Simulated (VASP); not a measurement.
BiN:

```
Bi N
1.0
     3.42617    0.00000    0.00000
    -1.71309    2.96715    0.00000
     0.00000    0.00000    3.34378
Bi N
1 1
Direct
  0.00000 0.00000 0.00000
  0.66667 0.33333 0.50000
```

| Item | Value |
| --- | --- |
| Program | VASP 6.6.1 |
| Task | relaxation of cell and atoms |
| Functional | PBE |
| Potentials or basis | VASP PAW PBE potentials, release 64 (Bi_d, N) |
| Cutoff | 600 eV |
| k mesh | 12 × 12 × 10 |
| Occupations | gaussian, width 0.05 eV |
| Spin | no spin polarisation |

At the start: pressure 0.3 GPa; volume 17.00 Å³/atom.

Problem. How do energy, volume and symmetry change on relaxing?

Solution. Over 6 steps the energy falls by 13.5 meV/atom and the volume is 17.20 Å³/atom (+1.2 %); space group P-6m2 (No. 187, to 0.05 Å).

Step by step:
| step | energy change (eV) | largest force (eV/Å) | pressure (GPa) | volume (Å³) |
| --- | --- | --- | --- | --- |
| 1 | 0.0000 | 0.0000 | 0.30 | 33.99 |
| 2 | -0.0254 | 0.0000 | 1.16 | 34.12 |
| 3 | -0.0260 | 0.0000 | 1.03 | 34.11 |
| 4 | -0.0266 | 0.0000 | -0.73 | 34.64 |
| 5 | -0.0270 | 0.0000 | -0.06 | 34.43 |
| 6 | -0.0270 | 0.0000 | 0.00 | 34.41 |

Final structure:
```yaml
crystal:
  lattice:
    - [3.48827, 0.00000, 0.00000]
    - [-1.74414, 3.02093, 0.00000]
    - [0.00000, 0.00000, 3.26522]
  atoms:
    - { symbol: Bi, position: [0.00000, 0.00000, 0.00000] }
    - { symbol: N, position: [0.66667, 0.33333, 0.50000] }
```
